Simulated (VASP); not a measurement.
# HgTe (I-4m2) in VASP: further runs

HgTe is run at these levels: PBEsol; tasks: elastic constants, vibrations by perturbation theory.

Everything below comes from runs of VASP 6.6.1. Logs are shortened: lines on timing, memory, paths and dates and some standing lists are left out, and cuts for length are marked.

## 1. The cell of the first run

It takes space group I-4m2 (No. 119, tetragonal). The conventional cell has a = 6.091 Å, b = 6.091 Å, c = 3.119 Å, α = 90.00°, β = 90.00°, γ = 90.00°. Within 4.1 Å of Hg (site symmetry -4m2) lie 2 Hg at 3.12 Å and 8 Te at 3.14 to 3.84 Å. Within 4.1 Å of Te (site symmetry -4m2) lie 2 Te at 3.12 Å and 8 Hg at 3.14 to 3.84 Å.

## 2. Elastic constants, PBEsol

Contents of INCAR:

```
PREC = Accurate ; ENCUT = 600
EDIFF = 1E-8 ; ISMEAR = -1
SIGMA = 0.05 ; LREAL = False
LASPH = True ; NELM = 80
ALGO = Normal ; ISIF = 3
LWAVE = False ; LCHARG = False
GGA = PS ; IBRION = 6
NFREE = 2 ; POTIM = 0.015
NSW = 1
```

Contents of KPOINTS:

```
Automatic mesh
0
Gamma
  8 8 8
```

Contents of POSCAR:

```
HgTe
1.0
   -3.0456030000      3.0456030000      1.5594100000
    3.0456030000     -3.0456030000      1.5594100000
    3.0456030000      3.0456030000     -1.5594100000
Hg Te
1 1
Direct
    0.7500000000      0.2500000000      0.5000000000
    0.0000000000      0.0000000000      0.0000000000
```

Potentials or basis: VASP PAW PBE potentials, release 64 (Hg, Te).

Command:

```bash
$ cat potpaw_PBE.64/Hg/POTCAR potpaw_PBE.64/Te/POTCAR > POTCAR
$ mpirun -np 1 vasp_std > vasp.out
```

OUTCAR:

```text
PREC = Accurate
   ENCUT = 600
   EDIFF = 1E-8
   ISMEAR = -1
   LREAL = False
   LASPH = True
   NELM = 80
   ISIF = 3
   GGA = PS
   IBRION = 6
   NFREE = 2
   POTIM = 0.015
   NSW = 1

 ion  position               nearest neighbor table
   1  0.750  0.250  0.500-   2 3.14   2 3.14   2 3.14   2 3.14
   2  0.000  0.000  0.000-   1 3.14   1 3.14   1 3.14   1 3.14

  LATTYP: Found a body centered tetragonal cell.
 ALAT       =     6.0912060000
 C/A-ratio  =     0.5120201156

  Lattice vectors:

 A1 = (  -3.0456030000,   3.0456030000,   1.5594100000)
 A2 = (   3.0456030000,  -3.0456030000,   1.5594100000)
 A3 = (   3.0456030000,   3.0456030000,  -1.5594100000)

Analysis of symmetry for initial positions (statically):
=====================================================================
 Subroutine PRICEL returns:
 Original cell was already a primitive cell.

 Routine SETGRP: Setting up the symmetry group for a
 body centered tetragonal supercell.

 Subroutine GETGRP returns: Found  8 space group operations
 (whereof  8 operations were pure point group operations)
 out of a pool of 16 trial point group operations.

The static configuration has the point symmetry D_2d.

Analysis of symmetry for dynamics (positions and initial velocities):
=====================================================================
 Subroutine PRICEL returns:
 Original cell was already a primitive cell.

 Routine SETGRP: Setting up the symmetry group for a
 body centered tetragonal supercell.

 Subroutine GETGRP returns: Found  8 space group operations
 (whereof  8 operations were pure point group operations)
 out of a pool of 16 trial point group operations.

The dynamic configuration has the point symmetry D_2d.

 Subroutine INISYM returns: Found  8 space group operations
 (whereof  8 operations are pure point group operations),
 and found     1 'primitive' translations

----------------------------------------------------------------------------------------

                                     Primitive cell

  volume of cell :      57.8585

  direct lattice vectors                    reciprocal lattice vectors
    -3.045603000  3.045603000  1.559410000     0.000000000  0.164171102  0.320634086
     3.045603000 -3.045603000  1.559410000     0.164171102  0.000000000  0.320634086
     3.045603000  3.045603000 -1.559410000     0.164171102  0.164171102  0.000000000

  length of vectors
     4.580737366  4.580737366  4.580737366     0.360219888  0.360219888  0.232172999

  position of ions in fractional coordinates (direct lattice)
     0.750000000  0.250000000  0.500000000
     0.000000000  0.000000000  0.000000000

  ion indices of the primitive-cell ions
   primitive index   ion index
                 1           1
                 2           2

----------------------------------------------------------------------------------------

 KPOINTS: Automatic mesh

Automatic generation of k-mesh.
 Grid dimensions read from file:
 generate k-points for:    8    8    8

 Generating k-lattice:

  Cartesian coordinates                     Fractional coordinates (reciprocal lattice)
     0.000000000  0.020521388  0.040079261     0.125000000  0.000000000  0.000000000
     0.020521388  0.000000000  0.040079261     0.000000000  0.125000000  0.000000000
     0.020521388  0.020521388  0.000000000     0.000000000  0.000000000  0.125000000

  Length of vectors
     0.045027486  0.045027486  0.029021625

  Shift w.r.t. Gamma in fractional coordinates (k-lattice)
     0.000000000  0.000000000  0.000000000

 Subroutine IBZKPT returns following result:
 ===========================================

 Found     59 irreducible k-points:

 Following reciprocal coordinates:
            Coordinates               Weight
  0.000000  0.000000  0.000000      1.000000
  0.125000  0.000000  0.000000      8.000000
  0.250000  0.000000  0.000000      8.000000
  0.375000  0.000000  0.000000      8.000000
  0.500000  0.000000  0.000000      4.000000
  0.125000  0.125000  0.000000      8.000000
[... 16 lines left out ...]
  0.250000  0.125000  0.125000     16.000000
  0.375000  0.125000  0.125000      8.000000
 [... further k-points ...]
[... 35 lines left out ...]
   IALGO  =     38    algorithm
   IMIX   =      4    mixing-type and parameters
     AMIX     =   0.40;   BMIX     =  1.00
     AMIX_MAG =   1.60;   BMIX_MAG =  1.00
  volume/ion in A,a.u.               =      28.93       195.22
  Fermi-wavevector in a.u.,A,eV,Ry     =   1.109286  2.096246 16.742166  1.230515
  Thomas-Fermi vector in A             =   2.245823
   LORBIT       =      0    0 simple, 1 ext, 2 COOP (PROOUT), +10 PAW based schemes
   GGA     = PS    functional components
   LHFCALC =     F    Hartree Fock is set to
   AEXX    =    0.0000 exact exchange contribution
   IVDW    =     0    specifies the selected vdW correction
   LEPSILON=     F    determine dielectric tensor
   LRPA    =     F    only Hartree local field effects (RPA)
 finite differences with symmetry
 non-spin polarized calculation
  energy-cutoff  :      600.00
  volume of cell :       57.86
 maximum number of plane-waves:      1946
 NGX is ok and might be reduce to    40
   NGX = 19   NGY = 19   NGZ = 19

--------------------------------------- Ionic step        1  -------------------------------------------

 number of electron      17.9999999 magnetization

 Free energy of the ion-electron system (eV)
  ---------------------------------------------------
  ext. energy  EPLUGINS =         0.00000000
  ---------------------------------------------------
  free energy    TOTEN  =        -4.12807788 eV

  energy without entropy =       -4.12318236  energy(sigma->0) =       -4.12563012

------------------------ aborting loop because EDIFF is reached ----------------------------------------

  FORCE on cell =-STRESS in cart. coord.  units (eV):
  Direction    XX          YY          ZZ          XY          YZ          ZX
  --------------------------------------------------------------------------------------
  -------------------------------------------------------------------------------------
  Total       -1.4118936     -1.4118936     -1.0529327      0.0000000      0.0000000      0.0000000
  in kB      -39.0972006    -39.0972006    -29.1570994      0.0000000      0.0000000      0.0000000
  external PRESSURE =     -35.7838335 kB  Pullay stress =       0.0000000 kB
[... 89 lines left out ...]
  FREE ENERGIE OF THE ION-ELECTRON SYSTEM (eV)
  ---------------------------------------------------
  free  energy   TOTEN  =        -4.1471154117 eV

  energy  without entropy=       -4.1428868448  energy(sigma->0) =       -4.14500113

 E-fermi :   4.4182     XC(G=0): -10.0623

 val. band max:        4.4123574068   @ k =  -0.2500   0.5000   0.1250
 cond. band min:       4.4333425690   @ k =   0.2500   0.0000   0.0000
 fundamental gap:      0.0209851622
 Fermi energy:         4.4181514803

 k-point     1 :       0.0000    0.0000    0.0000
  band No.  band energies     occupation
      1      -8.1821      2.00000
      2      -3.0867      2.00000
      3      -2.2981      2.00000
      4      -2.2146      2.00000
      5      -1.7355      2.00000
      6      -1.7355      2.00000
      7       0.8517      2.00000
      8       1.8769      2.00000
      9       1.8769      2.00000
     10       8.1603      0.00000
     11       8.9137      0.00000
     12      11.2180      0.00000
     13      11.2180      0.00000
[... 356 lines left out ...]
      2      -2.6532      2.00000
      3      -2.4068      2.00000
      4      -2.1626      2.00000
      5      -2.0137      2.00000
      6      -1.7545      2.00000
      7      -0.2893      2.00000
      8       2.0077      2.00000
      9       2.9236      2.00000
     10       5.6799      0.00000
     11       7.2097      0.00000
     12       9.2215      0.00000
     13      10.3353      0.00000

 [... further k-points ...]

[... ionic steps 4 to 18 ...]

--------------------------------------- Ionic step       19  -------------------------------------------

 number of electron      17.9999999 magnetization

------------------------ aborting loop because EDIFF is reached ----------------------------------------
[... 67 lines left out ...]
--------------------------------------- Ionic step       21  -------------------------------------------

 number of electron      17.9999999 magnetization

 Free energy of the ion-electron system (eV)
  ---------------------------------------------------
  ext. energy  EPLUGINS =         0.00000000
  ---------------------------------------------------
  free energy    TOTEN  =        -4.12806707 eV

  energy without entropy =       -4.12316151  energy(sigma->0) =       -4.12561429

 E-fermi :   4.2971     XC(G=0):  -9.9932

 val. band max:        4.2929484801   @ k =   0.3750  -0.1250   0.2500
 cond. band min:       4.3002929205   @ k =  -0.2500   0.5000   0.1250
 fundamental gap:      0.0073444403
 Fermi energy:         4.2970558746

 k-point     1 :       0.0000    0.0000    0.0000
  band No.  band energies     occupation
      1      -8.2209      2.00000
      2      -3.0969      2.00000
      3      -2.3964      2.00000
      4      -2.3175      2.00000
      5      -1.8803      2.00000
      6      -1.8785      2.00000
      7       0.7881      2.00000
      8       1.8163      2.00000
      9       1.8244      2.00000
     10       7.6995      0.00000
     11       8.8256      0.00000
     12      11.1385      0.00000
     13      11.1480      0.00000
[... 397 lines left out ...]
  FREE ENERGIE OF THE ION-ELECTRON SYSTEM (eV)
  ---------------------------------------------------
  free  energy   TOTEN  =        -4.1280670732 eV

  energy  without entropy=       -4.1231615109  energy(sigma->0) =       -4.12561429

 INTERNAL STRAIN TENSORS FROM STRAINED CELLS
 ============================================

 INTERNAL STRAIN TENSOR FOR ION    1 for displacements in x,y,z  (eV/Angst):
          X           Y           Z          XY          YZ          ZX
  --------------------------------------------------------------------------------
  x    -0.00000    -0.00000     0.00000     0.00000    -0.00000    -0.03689
  y    -0.00000    -0.00000     0.00000    -0.00000     0.03893    -0.00000
  z    -0.86433     0.86434     0.00000     0.00000     0.00008    -0.00005

 INTERNAL STRAIN TENSORS FROM DISPLACED ATOMS
 ============================================

 INTERNAL STRAIN TENSOR FOR ION    1 for displacements in x,y,z  (eV/Angst):
          X           Y           Z          XY          YZ          ZX
  --------------------------------------------------------------------------------
  x     0.00000     0.00000     0.00000     0.00000     0.00000    -0.04285
  y     0.00000     0.00000     0.00000     0.00000     0.04285     0.00000
  z    -0.91320     0.91320     0.00000     0.00000     0.00000     0.00000

 INTERNAL STRAIN TENSOR FOR ION    2 for displacements in x,y,z  (eV/Angst):
          X           Y           Z          XY          YZ          ZX
  --------------------------------------------------------------------------------
  x     0.00000     0.00000     0.00000     0.00000     0.00000     0.04491
  y     0.00000     0.00000     0.00000     0.00000    -0.04491     0.00000
  z     0.90886    -0.90886     0.00000     0.00000     0.00000     0.00000

 Eigenvectors and eigenvalues of the dynamical matrix
 ----------------------------------------------------

   1 f  =    2.055256 THz    12.913551 2PiTHz   68.555945 cm-1     8.499850 meV
             X         Y         Z           dx          dy          dz
      0.000000  3.045603  0.779705     0.623776   -0.000000    0.000000
      0.000000  0.000000  0.000000    -0.781603    0.000000    0.000000
[... 21 lines left out ...]
   6 f/i=    0.002238 THz     0.014060 2PiTHz    0.074641 cm-1     0.009254 meV
             X         Y         Z           dx          dy          dz
      0.000000  3.045603  0.779705    -0.000000    0.000000   -0.779831
      0.000000  0.000000  0.000000    -0.000000    0.000000   -0.625990

--------------------------------------------------------------------------------------------------------

 ELASTIC MODULI CONTR FROM IONIC RELAXATION (kBar)
 Direction    XX          YY          ZZ          XY          YZ          ZX
 --------------------------------------------------------------------------------
 XX        -141.6497    141.6497      0.0000      0.0000      0.0000      0.0000
 YY         141.6497   -141.6497      0.0000      0.0000     -0.0000     -0.0000
 ZZ           0.0000      0.0000      0.0000      0.0000      0.0000      0.0000
 XY           0.0000      0.0000      0.0000      0.0000      0.0000      0.0000
 YZ           0.0000     -0.0000      0.0000      0.0000     -0.0396     -0.0000
 ZX           0.0000     -0.0000      0.0000      0.0000     -0.0000     -0.0396
 --------------------------------------------------------------------------------

 TOTAL ELASTIC MODULI (kBar)
 Direction    XX          YY          ZZ          XY          YZ          ZX
 --------------------------------------------------------------------------------
 XX         378.1622    572.4343    113.3025      0.0000      0.0000      0.0000
 YY         572.4343    378.1622    113.3025      0.0000     -0.0000     -0.0000
 ZZ         113.3025    113.3025   1212.4795      0.0000      0.0000      0.0000
 XY           0.0000      0.0000      0.0000    178.4571      0.0000      0.0000
 YZ           0.0000     -0.0000      0.0000      0.0000     57.7295     -0.0000
 ZX           0.0000     -0.0000      0.0000      0.0000     -0.0000     57.7295
 --------------------------------------------------------------------------------
```

Run time: 48 min. Hardware: 1 thread of Intel Xeon Platinum 8375C at 2.90GHz (Ice Lake), shared host; peak memory 0.47 GiB.

Results:

```
Voigt bulk modulus                                      : 40 GPa
Highest phonon frequency at Γ, LO-TO splitting left out : 69 cm⁻¹
```

Phonon frequencies in cm⁻¹ (negative: imaginary):
| q point | frequencies |
| --- | --- |
| (0.000, 0.000, 0.000) | 0 0 0 24 69 69 |

Elastic tensor in Voigt notation (GPa, in the Cartesian axes of the cell as first typed):
```
 38  57  11   0   0   0
 57  38  11   0   0   0
 11  11 121   0   0   0
  0   0   0   6   0   0
  0   0   0   0   6   0
  0   0   0   0   0  18
```

Clamped-ion elastic tensor (GPa):
```
 52  43  11   0   0   0
 43  52  11   0   0   0
 11  11 121   0   0   0
  0   0   0   6   0   0
  0   0   0   0   6   0
  0   0   0   0   0  18
```

Caveat: the cell is under stress, which shifts elastic constants; the elastic tensor has a negative eigenvalue, so either the cell is unstable as it stands or the mesh is too thin; the PAW data sets were made with another functional, which shifts forces and pressure a little; spin-orbit coupling is left out, which moves the levels of the heavy elements.

[end of part 1 of 2]
